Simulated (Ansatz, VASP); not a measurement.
## Two plane-wave programs on SiW3

```
CELL_PARAMETERS angstrom
-2.53867 2.53867 2.47358
2.53867 -2.53867 2.47358
2.53867 2.53867 -2.47358
ATOMIC_POSITIONS crystal
Si 0.00000 0.00000 0.00000
W 0.50000 0.50000 0.00000
W 0.50000 0.00000 0.50000
W 0.00000 0.50000 0.50000
```

Change from the starting cell: strain -0.025 along x and y, -0.050 along z, atoms carried along.

Alike in both runs: task single point; functional PBE; k mesh 14 × 14 × 14; occupations gaussian, width 0.15 eV; no spin polarisation.

|  | VASP | Ansatz |
| --- | --- | --- |
| version | VASP 6.6.1 | Ansatz 0.2.0 |
| potentials or method | VASP PAW PBE potentials, release 64 (Si, W_sv), cutoff 520 eV | scalar-relativistic, plane waves, PAW |
| valence electrons in the cell | 46 | 46 |

|  | VASP | Ansatz | Ansatz less VASP |
| --- | --- | --- | --- |
| gap on the k mesh at the Fermi level (eV) | none | none | - |
| pressure (GPa) | 25.0 | 24.3 | -0.72 |
| traceless stress, the component that is largest in VASP (GPa) | 8.74 | 8.54 | -0.205 |

A gap of «none» marks a metal or a gap that the smearing closes.

Neither program's run includes spin-orbit coupling.
